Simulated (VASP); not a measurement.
# ZrH3 (Pm-3m) in VASP: single point with PBEsol

Aim: the single point of ZrH3 with PBEsol.

All numbers are computed with VASP 6.6.1; they aren't measurements. Logs are shortened: lines on timing, memory, paths and dates and some standing lists are left out, and cuts for length are marked.

### 1 The cell of the first run

It takes space group Pm-3m (No. 221, cubic). Conventional cell: a = 3.126 Å, b = 3.126 Å, c = 3.126 Å, α = 90.00°, β = 90.00°, γ = 90.00°. Within 2.9 Å of Zr (site symmetry m-3m) lie 12 H at 2.21 Å. Within 2.9 Å of H (site symmetry 4/mmm) lie 4 Zr at 2.21 Å and 8 H at 2.21 Å.

### 2 Single point, PBEsol

Input file INCAR:

```
SYSTEM = ZrH3
PREC     = Accurate       ! precision mode
ENCUT    = 520            ! plane-wave cutoff, eV
EDIFF    = 1E-7           ! SCF threshold, eV
ISMEAR   = 0              ! smearing method
SIGMA    = 0.05           ! smearing width, eV
LREAL    = .False.        ! projectors in reciprocal space
LASPH    = .True.         ! aspherical terms in the spheres
NELM     = 60             ! most SCF steps
ALGO     = Normal         ! electronic algorithm
ISIF     = 2              ! what is computed and relaxed
LWAVE    = .False.        ! write WAVECAR
LCHARG   = .False.        ! write CHGCAR
GGA      = PS             ! functional
NBANDS   = 16             ! bands
```

Input file KPOINTS:

```
regular mesh
0
Gamma
  12 12 12
  0 0 0
```

Input file POSCAR:

```
ZrH3
1.0
    3.1260380000      0.0000000000      0.0000000000
    0.0000000000      3.1260380000      0.0000000000
    0.0000000000      0.0000000000      3.1260380000
Zr H
1 3
Direct
    0.0000000000      0.0000000000      0.0000000000
    0.0000000000      0.5000000000      0.5000000000
    0.5000000000      0.0000000000      0.5000000000
    0.5000000000      0.5000000000      0.0000000000
```

Potentials or basis: VASP PAW PBE potentials, release 64 (Zr_sv, H).

Started as:

```
$ cat potpaw_PBE.64/Zr_sv/POTCAR potpaw_PBE.64/H/POTCAR > POTCAR
$ mpirun -np 1 vasp_std > vasp.out
```

OUTCAR:

```text
SYSTEM = ZrH3
   PREC = Accurate
   ENCUT = 520
   EDIFF = 1E-7
   ISMEAR = 0
   LREAL = .False.
   LASPH = .True.
   NELM = 60
   ISIF = 2
   GGA = PS

 ion  position               nearest neighbor table
   1  0.000  0.000  0.000-   2 2.21   3 2.21   4 2.21   2 2.21   3 2.21   2 2.21   4 2.21   2 2.21
                             3 2.21   4 2.21   3 2.21   4 2.21
   2  0.000  0.500  0.500-   1 2.21   1 2.21   1 2.21   1 2.21
   3  0.500  0.000  0.500-   1 2.21   1 2.21   1 2.21   1 2.21
   4  0.500  0.500  0.000-   1 2.21   1 2.21   1 2.21   1 2.21

  LATTYP: Found a simple cubic cell.
 ALAT       =     3.1260380000

  Lattice vectors:

 A1 = (   3.1260380000,   0.0000000000,   0.0000000000)
 A2 = (   0.0000000000,   3.1260380000,   0.0000000000)
 A3 = (   0.0000000000,   0.0000000000,   3.1260380000)

Analysis of symmetry for initial positions (statically):
=====================================================================
 Subroutine PRICEL returns:
 Original cell was already a primitive cell.

 Routine SETGRP: Setting up the symmetry group for a
 simple cubic supercell.

 Subroutine GETGRP returns: Found 48 space group operations
 (whereof 48 operations were pure point group operations)
 out of a pool of 48 trial point group operations.

The static configuration has the point symmetry O_h .

Analysis of symmetry for dynamics (positions and initial velocities):
=====================================================================
 Subroutine PRICEL returns:
 Original cell was already a primitive cell.

 Routine SETGRP: Setting up the symmetry group for a
 simple cubic supercell.

 Subroutine GETGRP returns: Found 48 space group operations
 (whereof 48 operations were pure point group operations)
 out of a pool of 48 trial point group operations.

The dynamic configuration has the point symmetry O_h .

 Subroutine INISYM returns: Found 48 space group operations
 (whereof 48 operations are pure point group operations),
 and found     1 'primitive' translations

----------------------------------------------------------------------------------------

                                     Primitive cell

  volume of cell :      30.5480

  direct lattice vectors                    reciprocal lattice vectors
     3.126038000  0.000000000  0.000000000     0.319893744  0.000000000  0.000000000
[... 87 lines left out ...]
   LASPH  =      T    aspherical Exc in radial PAW
   ENCUT  =  520.0 eV  38.22 Ry    6.18 a.u.   5.81  5.81  5.81*2*pi/ulx,y,z
   NELM   =     60;   NELMIN=  2; NELMDL= -5     # of ELM steps
   EDIFF  = 0.1E-06   stopping-criterion for ELM
   LREAL  =      F    real-space projection
   EDIFFG = 0.1E-05   stopping-criterion for IOM
   NSW    =      0    number of steps for IOM
   IBRION =     -1    ionic relax: 0-MD 1-quasi-New 2-CG
   NFREE  =      0    steps in history (QN), initial steepest desc. (CG)
   ISIF   =      2    stress and relaxation
   ISYM   =      2    0-nonsym 1-usesym 2-fastsym
   POTIM  = 0.5000    time-step for ionic-motion
   TEBEG  =    0.0;   TEEND  =   0.0 temperature during run
   PSTRESS=    0.0 pullay stress
   NELECT =      15.0000    total number of electrons
   NUPDOWN=      -1.0000    fix difference up-down
   EMIN   =  10.00;   EMAX   =-10.00  energy-range for DOS
   EFERMI =   0.00;   METHOD = LEGACY
   ISMEAR =     0;   SIGMA  =   0.05  broadening in eV -4-tet -1-fermi 0-gaus
   EFERMI_NEDOS =   21; number of points for ismear=-14 and -15
   IALGO  =     38    algorithm
   IMIX   =      4    mixing-type and parameters
     AMIX     =   0.40;   BMIX     =  1.00
     AMIX_MAG =   1.60;   BMIX_MAG =  1.00
  volume/ion in A,a.u.               =       7.64        51.54
  Fermi-wavevector in a.u.,A,eV,Ry     =   1.291549  2.440674 22.695874  1.668100
  Thomas-Fermi vector in A             =   2.423312
   LORBIT       =      0    0 simple, 1 ext, 2 COOP (PROOUT), +10 PAW based schemes
   GGA     = PS    functional components
   LHFCALC =     F    Hartree Fock is set to
   AEXX    =    0.0000 exact exchange contribution
   IVDW    =     0    specifies the selected vdW correction
   LEPSILON=     F    determine dielectric tensor
   LRPA    =     F    only Hartree local field effects (RPA)
 non-spin polarized calculation
 Gauss-broadening in eV      SIGMA  =   0.05
  energy-cutoff  :      520.00
  volume of cell :       30.55
 maximum number of plane-waves:       840
 NGX is ok and might be reduce to    24
   NGX = 11   NGY = 11   NGZ = 11

 number of electron      15.0000002 magnetization

 Free energy of the ion-electron system (eV)
  ---------------------------------------------------
  ext. energy  EPLUGINS =         0.00000000
  ---------------------------------------------------
  free energy    TOTEN  =       -20.37310419 eV

  energy without entropy =      -20.37150540  energy(sigma->0) =      -20.37230479

 E-fermi :   7.6685     XC(G=0): -11.3117

 val. band max:        7.6679657353   @ k =   0.3333   0.1667   0.1667
 cond. band min:       7.7089033653   @ k =   0.3333   0.1667   0.0000
 fundamental gap:      0.0409376300
 Fermi energy:         7.6684695343

 k-point     1 :       0.0000    0.0000    0.0000
  band No.  band energies     occupation
      1     -41.4496      2.00000
      2     -19.1993      2.00000
      3     -19.1993      2.00000
      4     -19.1993      2.00000
      5      -2.4441      2.00000
      6       3.5762      2.00000
[... 433 lines left out ...]
      3     -19.6648      2.00000
      4     -19.0907      2.00000
      5       0.9443      2.00000
      6       3.2170      2.00000
[... 8 lines left out ...]
     15      20.8156      0.00000
     16      21.5781      0.00000

 [... further k-points ...]
[... 5 lines left out ...]
  --------------------------------------------------------------------------------------
  -------------------------------------------------------------------------------------
  Total       -0.8744190     -0.8744190     -0.8744190     -0.0000000     -0.0000000      0.0000000
  in kB      -45.8614082    -45.8614082    -45.8614082     -0.0000000     -0.0000000      0.0000000
  external PRESSURE =     -45.8614082 kB  Pullay stress =       0.0000000 kB

 VOLUME and BASIS-vectors are now :
 -----------------------------------------------------------------------------
  energy-cutoff  :      520.00
  volume of cell :       30.55
      direct lattice vectors                 reciprocal lattice vectors
     3.126038000  0.000000000  0.000000000     0.319893744  0.000000000  0.000000000
     0.000000000  3.126038000  0.000000000     0.000000000  0.319893744  0.000000000
     0.000000000  0.000000000  3.126038000     0.000000000  0.000000000  0.319893744

 POSITION                                       TOTAL-FORCE (eV/Angst)
 -----------------------------------------------------------------------------------
      0.00000      0.00000      0.00000         0.000000      0.000000      0.000000
      0.00000      1.56302      1.56302         0.000000      0.000000      0.000000
      1.56302      0.00000      1.56302         0.000000      0.000000      0.000000
      1.56302      1.56302      0.00000         0.000000      0.000000      0.000000
 -----------------------------------------------------------------------------------
    total drift:                                0.000000      0.000000      0.000000

  FREE ENERGIE OF THE ION-ELECTRON SYSTEM (eV)
  ---------------------------------------------------
  free  energy   TOTEN  =       -20.3731041864 eV

  energy  without entropy=      -20.3715053968  energy(sigma->0) =      -20.37230479
```

Wall time 10 s (1 thread of Intel Xeon 6975P-C (Granite Rapids), shared host); peak memory 0.16 GiB.

What came out:

```yaml
Free_energy: -20.3731 eV
Pressure: -4.6 GPa
```

Levels at points of the mesh, in eV from the Fermi level:
```tsv
k point	band 4	band 5	band 6	band 7	band 8	band 9	band 10	band 11
(0.00, 0.00, 0.00)	-26.87	-10.11	-4.09	-4.09	3.77	3.77	3.77	5.98
(0.50, 0.00, 0.00)	-26.80	-6.57	-6.26	-1.46	0.16	0.95	0.95	4.04
(0.50, 0.50, 0.00)	-26.74	-6.78	-3.36	-3.36	-1.57	1.58	1.58	5.40
(0.50, 0.50, 0.50)	-27.37	-5.80	-5.80	-5.80	3.55	5.61	5.61	6.07
```

Caveat: the PAW data sets were made with another functional, which shifts forces and pressure a little.
